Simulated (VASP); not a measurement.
# Ti (I4/mmm) in VASP: notebook

Runs on Ti. Level: PBEsol. Tasks: single point.

Everything below comes from runs of VASP 6.6.1. Logs are shortened: lines on timing, memory, paths and dates and some standing lists are left out, and cuts for length are marked.

**1. The cell of the first run**

Symmetry: I4/mmm, No. 139, tetragonal system. Conventional cell: a = 2.943 Å, b = 2.943 Å, c = 3.857 Å, α = 90.00°, β = 90.00°, γ = 90.00°. Within 3.7 Å of Ti (site symmetry 4/mmm) lie 12 Ti at 2.84 to 2.94 Å.

**2. Single point, PBEsol (strain +0.025 along x and y, -0.050 along z)**

INCAR reads:

```
SYSTEM = Ti
ALGO = Normal
EDIFF = 1E-7
ENCUT = 520
GGA = PS
ISIF = 2
ISMEAR = 0
LASPH = .True.
LCHARG = .False.
LREAL = .False.
LWAVE = .False.
NBANDS = 12
NELM = 80
PREC = Accurate
SIGMA = 0.15
```

KPOINTS reads:

```
k-points
0
Gamma
  20 20 20
  0 0 0
```

POSCAR reads:

```
Ti
1.0
    0.0000000000      2.0807500000      1.9285000000
    2.0807500000      0.0000000000      1.9285000000
    2.0807500000      2.0807500000      0.0000000000
Ti
1
Direct
    0.0000000000      0.0000000000      0.0000000000
```

Potentials or basis: VASP PAW PBE potentials, release 64 (Ti_sv).

Run with:

```sh
$ cat potpaw_PBE.64/Ti_sv/POTCAR > POTCAR
$ mpirun -np 1 vasp_std > vasp.out
```

OUTCAR:

```text
SYSTEM = Ti
   EDIFF = 1E-7
   ENCUT = 520
   GGA = PS
   ISIF = 2
   ISMEAR = 0
   LASPH = .True.
   LREAL = .False.
   NELM = 80
   PREC = Accurate

 ion  position               nearest neighbor table
   1  0.000  0.000  0.000-

  LATTYP: Found a body centered tetragonal cell.
 ALAT       =     2.9426248699
 C/A-ratio  =     1.3107345212

  Lattice vectors:

 A1 = (   0.0000000000,  -2.0807500000,  -1.9285000000)
 A2 = (   0.0000000000,   2.0807500000,  -1.9285000000)
 A3 = (   2.0807500000,   0.0000000000,   1.9285000000)

Analysis of symmetry for initial positions (statically):
=====================================================================
 Subroutine PRICEL returns:
 Original cell was already a primitive cell.

 Routine SETGRP: Setting up the symmetry group for a
 body centered tetragonal supercell.

 Subroutine GETGRP returns: Found 16 space group operations
 (whereof 16 operations were pure point group operations)
 out of a pool of 16 trial point group operations.

The static configuration has the point symmetry D_4h.

Analysis of symmetry for dynamics (positions and initial velocities):
=====================================================================
 Subroutine PRICEL returns:
 Original cell was already a primitive cell.

 Routine SETGRP: Setting up the symmetry group for a
 body centered tetragonal supercell.

 Subroutine GETGRP returns: Found 16 space group operations
 (whereof 16 operations were pure point group operations)
 out of a pool of 16 trial point group operations.

The dynamic configuration has the point symmetry D_4h.

 Subroutine INISYM returns: Found 16 space group operations
 (whereof 16 operations are pure point group operations),
 and found     1 'primitive' translations

----------------------------------------------------------------------------------------

                                     Primitive cell

  volume of cell :      16.6990

  direct lattice vectors                    reciprocal lattice vectors
     0.000000000  2.080750000  1.928500000    -0.240297969  0.240297969  0.259268862
     2.080750000  0.000000000  1.928500000     0.240297969 -0.240297969  0.259268862
     2.080750000  2.080750000  0.000000000     0.240297969  0.240297969 -0.259268862

  length of vectors
     2.837011246  2.837011246  2.942624870     0.427441892  0.427441892  0.427441892

  position of ions in fractional coordinates (direct lattice)
     0.000000000  0.000000000  0.000000000

  ion indices of the primitive-cell ions
   primitive index   ion index
                 1           1

----------------------------------------------------------------------------------------

 KPOINTS: k-points

Automatic generation of k-mesh.
 Grid dimensions read from file:
 generate k-points for:   20   20   20

 Generating k-lattice:

  Cartesian coordinates                     Fractional coordinates (reciprocal lattice)
    -0.012014898  0.012014898  0.012963443     0.050000000  0.000000000  0.000000000
     0.012014898 -0.012014898  0.012963443     0.000000000  0.050000000  0.000000000
     0.012014898  0.012014898 -0.012963443     0.000000000  0.000000000  0.050000000

  Length of vectors
     0.021372095  0.021372095  0.021372095

  Shift w.r.t. Gamma in fractional coordinates (k-lattice)
     0.000000000  0.000000000  0.000000000

 Subroutine IBZKPT returns following result:
 ===========================================

 Found    641 irreducible k-points:

 Following reciprocal coordinates:
            Coordinates               Weight
  0.000000  0.000000  0.000000      1.000000
  0.050000 -0.000000  0.000000      8.000000
  0.100000 -0.000000  0.000000      8.000000
  0.150000  0.000000  0.000000      8.000000
  0.200000 -0.000000  0.000000      8.000000
  0.250000  0.000000  0.000000      8.000000
[... 16 lines left out ...]
 -0.400000  0.050000  0.000000      8.000000
 -0.350000  0.050000  0.000000      8.000000
 [... further k-points ...]
   k-points           NKPTS =    641   k-points in BZ     NKDIM =    641   number of bands    NBANDS=     12
   number of dos      NEDOS =    301   number of ions     NIONS =      1
   total plane-waves  NPLWV =  13824
   dimension x,y,z NGX =    24 NGY =   24 NGZ =   24
   dimension x,y,z NGXF=    48 NGYF=   48 NGZF=   48
   ions per type =               1
   NGX,Y,Z   is equivalent  to a cutoff of  14.06, 14.06, 13.56 a.u.
   NGXF,Y,Z  is equivalent  to a cutoff of  28.13, 28.13, 27.12 a.u.
 SYSTEM =  Ti
   PREC   = accura    normal or accurate (medium, high low for compatibility)
   ISTART =      0    job   : 0-new  1-cont  2-samecut
   ICHARG =      2    charge: 1-file 2-atom 10-const
   ISPIN  =      1    spin polarized calculation?
   LNONCOLLINEAR =      F non collinear calculations
   LSORBIT =      F    spin-orbit coupling
   LASPH  =      T    aspherical Exc in radial PAW
   ENCUT  =  520.0 eV  38.22 Ry    6.18 a.u.   5.27  5.27  5.47*2*pi/ulx,y,z
   NELM   =     80;   NELMIN=  2; NELMDL= -5     # of ELM steps
   EDIFF  = 0.1E-06   stopping-criterion for ELM
   LREAL  =      F    real-space projection
   EDIFFG = 0.1E-05   stopping-criterion for IOM
   NSW    =      0    number of steps for IOM
   IBRION =     -1    ionic relax: 0-MD 1-quasi-New 2-CG
   NFREE  =      0    steps in history (QN), initial steepest desc. (CG)
   ISIF   =      2    stress and relaxation
   ISYM   =      2    0-nonsym 1-usesym 2-fastsym
   POTIM  = 0.5000    time-step for ionic-motion
   TEBEG  =    0.0;   TEEND  =   0.0 temperature during run
   PSTRESS=    0.0 pullay stress
   NELECT =      12.0000    total number of electrons
   NUPDOWN=      -1.0000    fix difference up-down
   EMIN   =  10.00;   EMAX   =-10.00  energy-range for DOS
   EFERMI =   0.00;   METHOD = LEGACY
   ISMEAR =     0;   SIGMA  =   0.15  broadening in eV -4-tet -1-fermi 0-gaus
   EFERMI_NEDOS =   21; number of points for ismear=-14 and -15
   IALGO  =     38    algorithm
   IMIX   =      4    mixing-type and parameters
     AMIX     =   0.40;   BMIX     =  1.00
     AMIX_MAG =   1.60;   BMIX_MAG =  1.00
  volume/ion in A,a.u.               =      16.70       112.69
  Fermi-wavevector in a.u.,A,eV,Ry     =   1.466354  2.771007 29.255158  2.150193
  Thomas-Fermi vector in A             =   2.582101
   LORBIT       =      0    0 simple, 1 ext, 2 COOP (PROOUT), +10 PAW based schemes
   GGA     = PS    functional components
   LHFCALC =     F    Hartree Fock is set to
   AEXX    =    0.0000 exact exchange contribution
   IVDW    =     0    specifies the selected vdW correction
   LEPSILON=     F    determine dielectric tensor
   LRPA    =     F    only Hartree local field effects (RPA)
 non-spin polarized calculation
 Gauss-broadening in eV      SIGMA  =   0.15
  energy-cutoff  :      520.00
  volume of cell :       16.70
 maximum number of plane-waves:       467
 NGX is ok and might be reduce to    24
   NGX = 11   NGY = 11   NGZ = 11

 number of electron      12.0000003 magnetization

 Free energy of the ion-electron system (eV)
  ---------------------------------------------------
  ext. energy  EPLUGINS =         0.00000000
  ---------------------------------------------------
  free energy    TOTEN  =        -8.28609797 eV

  energy without entropy =       -8.26592024  energy(sigma->0) =       -8.27600911

 E-fermi :   8.5010     XC(G=0): -11.8249

 val. band max:        8.4993195775   @ k =  -0.4000   0.1000   0.3000
 cond. band min:       8.5040143967   @ k =  -0.3500  -0.0000   0.1000
 fundamental gap:      0.0046948192
 Fermi energy:         8.5010358511

 k-point     1 :       0.0000    0.0000    0.0000
  band No.  band energies     occupation
      1     -47.8969      2.00000
      2     -23.8041      2.00000
      3     -23.8041      2.00000
      4     -23.7933      2.00000
      5       2.3279      2.00000
      6       9.2465      0.00000
      7       9.2465      0.00000
      8       9.8337      0.00000
      9      10.7532      0.00000
     10      11.4291      0.00000
     11      24.0973      0.00000
     12      28.0018      0.00000

 k-point     2 :       0.0500   -0.0000    0.0000
  band No.  band energies     occupation
      1     -47.8933      2.00000
      2     -23.8209      2.00000
      3     -23.8075      2.00000
      4     -23.7977      2.00000
      5       2.4125      2.00000
      6       9.2273      0.00000
      7       9.2767      0.00000
      8       9.8296      0.00000
      9      10.7399      0.00000
     10      11.4026      0.00000
     11      24.1718      0.00000
     12      27.5990      0.00000

 k-point     3 :       0.1000   -0.0000    0.0000
  band No.  band energies     occupation
      1     -47.8830      2.00000
      2     -23.8770      2.00000
      3     -23.8173      2.00000
      4     -23.8029      2.00000
      5       2.6615      2.00000
      6       9.1462      0.00000
      7       9.3533      0.00000
      8       9.8453      0.00000
      9      10.7162      0.00000
     10      11.3339      0.00000
     11      24.3316      0.00000
     12      26.5253      0.00000
[... 286 lines left out ...]
 k-point    23 :      -0.4000    0.0500    0.0000
  band No.  band energies     occupation
      1     -47.7586      2.00000
      2     -24.5125      2.00000
      3     -23.9299      2.00000
      4     -23.8729      2.00000
      5       5.7415      2.00000
      6       8.8032      0.00439
      7       9.0578      0.00000
      8       9.6981      0.00000
      9      12.0858      0.00000
     10      12.1794      0.00000
     11      17.9580      0.00000
     12      23.4944      0.00000

 k-point    24 :      -0.3500    0.0500    0.0000
  band No.  band energies     occupation
      1     -47.7736      2.00000
      2     -24.4370      2.00000
      3     -23.9137      2.00000
      4     -23.8698      2.00000
      5       5.4517      2.00000
      6       8.5873      0.41595
      7       9.1555      0.00000
      8       9.7316      0.00000
      9      11.7423      0.00000
     10      12.0042      0.00000
     11      18.9999      0.00000
     12      23.8586      0.00000

 [... further k-points ...]

------------------------ aborting loop because EDIFF is reached ----------------------------------------

  FORCE on cell =-STRESS in cart. coord.  units (eV):
  Direction    XX          YY          ZZ          XY          YZ          ZX
  --------------------------------------------------------------------------------------
  -------------------------------------------------------------------------------------
  Total       -0.1249248     -0.1249248      0.1250789      0.0000000     -0.0000000     -0.0000000
  in kB      -11.9858721    -11.9858721     12.0006655      0.0000000     -0.0000000     -0.0000000
  external PRESSURE =      -3.9903596 kB  Pullay stress =       0.0000000 kB

 VOLUME and BASIS-vectors are now :
 -----------------------------------------------------------------------------
  energy-cutoff  :      520.00
  volume of cell :       16.70
      direct lattice vectors                 reciprocal lattice vectors
     0.000000000  2.080750000  1.928500000    -0.240297969  0.240297969  0.259268862
     2.080750000  0.000000000  1.928500000     0.240297969 -0.240297969  0.259268862
     2.080750000  2.080750000  0.000000000     0.240297969  0.240297969 -0.259268862

 POSITION                                       TOTAL-FORCE (eV/Angst)
 -----------------------------------------------------------------------------------
      0.00000      0.00000      0.00000         0.000000     -0.000000      0.000000
 -----------------------------------------------------------------------------------
    total drift:                                0.000000      0.000000     -0.000000

  FREE ENERGIE OF THE ION-ELECTRON SYSTEM (eV)
  ---------------------------------------------------
  free  energy   TOTEN  =        -8.2860979667 eV

  energy  without entropy=       -8.2659202433  energy(sigma->0) =       -8.27600911
```

It took 1.7 min on 1 thread of Intel Xeon Platinum 8259CL at 2.50GHz (Skylake/Cascade Lake), shared host; peak memory 0.24 GiB.

What came out:

```
Free energy            : -8.2861 eV
Pressure               : -0.4 GPa
Band gap on the k mesh : zero (band 6 reaches 9.43 eV, above the bottom of band 7 at 8.00 eV)
```

Stress tensor (GPa, compression positive):
```
-1.20  0.00  0.00
 0.00 -1.20  0.00
 0.00  0.00  1.20
```

Caveat: the cell differs from its parent crystal (strain +0.025 along x and y, -0.050 along z); the PAW data sets were made with another functional, which shifts forces and pressure a little.

(Part 1 of 2 ends here.)
